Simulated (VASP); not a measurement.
TePb, 2 atoms in the cell. It takes space group Fm-3m (No. 225, cubic). Conventional cell: a = 6.536 Å, b = 6.536 Å, c = 6.536 Å, α = 90.00°, β = 90.00°, γ = 90.00°. Te (site symmetry m-3m) has 6 Pb at 3.27 Å within 4.3 Å. Pb (site symmetry m-3m) has 6 Te at 3.27 Å within 4.3 Å. 

- Program: VASP 6.6.1
- Task: single point
- Functional: PBEsol
- Potentials or basis: VASP PAW PBE potentials, release 64 (Te, Pb_d)
- Cutoff: 520 eV
- k mesh: 6 × 6 × 6
- Occupations: gaussian, width 0.01 eV
- Spin: no spin polarisation
- Dipole correction: no
- Further INCAR settings: ALGO = Normal; EDIFF = 1e-06; NBANDS = 17

Potentials or basis: VASP PAW PBE potentials, release 64 (Te, Pb_d).

The run is started by

```bash
$ cat potpaw_PBE.64/Te/POTCAR potpaw_PBE.64/Pb_d/POTCAR > POTCAR
$ mpirun -np 1 vasp_std > vasp.out
```

Hardware: 1 thread of Intel Xeon 8259CL, with other jobs on the host.

Question: How long does it take, and how much memory?

Answer: Run time: 30 s on 1 thread of Intel Xeon 8259CL, on a shared host, peak memory 0.2 GiB. Counts: scf iterations 12, k points 16.
